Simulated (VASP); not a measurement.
Input of a VASP 6.6.1 run:

INCAR

```
SYSTEM = CdTe
PREC = Accurate ; ENCUT = 500
EDIFF = 1E-6 ; ISMEAR = 0
SIGMA = 0.02 ; LREAL = .False.
LASPH = .True. ; NELM = 120
ALGO = Normal ; ISIF = 2
LWAVE = .False. ; LCHARG = .False.
GGA = CA ; NBANDS = 16
GGA_COMPAT = .False.
```

Contents of KPOINTS:

```
Automatic mesh
0
Gamma
  8 8 8
  0 0 0
```

POSCAR

```
CdTe
1.0
    0.0000000000      3.2045940487      3.2045940487
    3.2045940487      0.0000000000      3.2045940487
    3.2045940487      3.2045940487      0.0000000000
Cd Te
1 1
Direct
    0.0000000000      0.0000000000      0.0000000000
    0.2500000000      0.2500000000      0.2500000000
```

Potentials or basis: VASP PAW LDA potentials, release 64 (Cd, Te).

Run with:

```console
$ cat potpaw_LDA.64/Cd/POTCAR potpaw_LDA.64/Te/POTCAR > POTCAR
$ mpirun -np 1 vasp_std > vasp.out
```

(1) What does it give for the band gap on the k mesh?

(2) Estimate the pressure.

Results:

(1) 0.65 eV, direct.

(2) 0.3 GPa.

Caveat: spin-orbit coupling is left out, which moves the levels of the heavy elements.
